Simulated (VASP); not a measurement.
Here is a VASP 6.6.1 calculation.

Contents of INCAR:

```
SYSTEM = CaO
PREC = Accurate
ENCUT = 520
EDIFF = 1E-6
ISMEAR = -1
SIGMA = 0.02
LREAL = .False.
LASPH = .True.
NELM = 100
ALGO = Normal
ISIF = 2
LWAVE = .False.
LCHARG = .True.
GGA = PE
LELF = .True.
LVHAR = .True.
NBANDS = 24
```

The input KPOINTS:

```
regular mesh
0
Gamma
  12 12 6
  0 0 0
```

POSCAR

```
CaO
1.0
    4.0206463811      0.0000000000      0.0000000000
   -2.0103231906      3.4819819057      0.0000000000
    0.0000000000      0.0000000000      4.7475356018
Ca O
2 2
Direct
    0.3333333333      0.6666666667     -0.0625000000
    0.6666666667      0.3333333333      0.4375000000
    0.3333333333      0.6666666667      0.4375000000
    0.6666666667      0.3333333333      0.9375000000
```

Potentials or basis: VASP PAW PBE potentials, release 64 (Ca_sv, O).

Command:

```sh
$ cat potpaw_PBE.64/Ca_sv/POTCAR potpaw_PBE.64/O/POTCAR > POTCAR
$ mpirun -np 1 vasp_std > vasp.out
```

**Question.** Predict the pressure.

**Answer.** 1.0 GPa.

**Question.** What does it give for the band gap on the k mesh?

**Answer.** 3.09 eV, direct.

Stress tensor (GPa, compression positive):
```
0.26 0.00 0.00
0.00 0.26 0.00
0.00 0.00 2.59
```

Caveat: the cell differs from its parent crystal (epitaxial xy strain +1.0%). A k mesh can miss the band edges.
